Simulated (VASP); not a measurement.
SiC: single point with b88 exchange, pbe correlation

Crystal: SiC.

```xyz
12
Lattice="3.1357 0.0000 0.0000 -1.5679 2.7156 0.0000 0.0000 0.0000 15.3696" Properties=species:S:1:pos:R:3 pbc="T T T"
Si    1.5679    0.9052    7.0439
Si    0.0000    1.8104   14.7287
Si    1.5679    0.9052   12.1681
Si    0.0000    1.8104    4.4833
Si    0.0000    0.0000    9.6060
Si    0.0000    0.0000    1.9212
C     1.5679    0.9052    5.1227
C     0.0000    1.8104   12.8075
C     1.5679    0.9052   10.2469
C     0.0000    1.8104    2.5621
C     0.0000    0.0000    7.6848
C     0.0000    0.0000    0.0000
```

```
Program             : VASP 6.6.1
Task                : single point
Functional          : b88 exchange, pbe correlation
Potentials or basis : VASP PAW PBE potentials, release 64 (Si, C)
Cutoff              : 600 eV
k mesh              : 10 × 10 × 2
Occupations         : fermi-dirac, width 0.05 eV
Spin                : no spin polarisation
```

```yaml
Pressure: -7.6 GPa
Largest_force: 0.136 eV/Å
Band_gap_on_the_k_mesh: 2.04 eV (least direct gap 3.12 eV)
```

Forces on the atoms (eV/Å):
```
Si   0.000  0.000  0.048
Si   0.000  0.000  0.048
Si   0.000  0.000  0.021
Si   0.000  0.000  0.021
Si   0.000  0.000  0.045
Si   0.000  0.000  0.045
C    0.000  0.000 -0.013
C    0.000  0.000 -0.013
C    0.000  0.000  0.034
C    0.000  0.000  0.034
C    0.000  0.000 -0.136
C    0.000  0.000 -0.136
```

Stress tensor (GPa, compression positive):
```
-7.83  0.00  0.00
 0.00 -7.83  0.00
 0.00  0.00 -7.08
```

Levels at points of the mesh, in eV from the valence-band top:
```tsv
k point	band 20	band 21	band 22	band 23	band 24	band 25	band 26	band 27	band 28	band 29
(0.00, 0.00, 0.00)	-0.30	-0.30	-0.05	0.00	0.00	4.71	4.89	5.27	5.69	5.77
(0.50, 0.00, 0.00)	-2.21	-1.76	-1.73	-1.62	-1.08	2.04	2.20	3.12	3.79	4.46
(0.00, 0.00, 0.50)	-0.63	-0.09	-0.09	-0.09	-0.09	4.78	4.78	5.50	5.50	6.06
(0.50, 0.00, 0.50)	-2.28	-1.68	-1.68	-1.28	-1.28	2.06	2.06	3.35	3.35	4.57
```

It took 2.8 min on 1 thread of Intel(R) Xeon(R) Platinum 8488C (Sapphire Rapids), on a shared host, peak memory 0.35 GiB.

Caveat: the cell stands under tension; the PAW data sets were made with another functional, which shifts forces and pressure a little. A k mesh can miss the band edges.
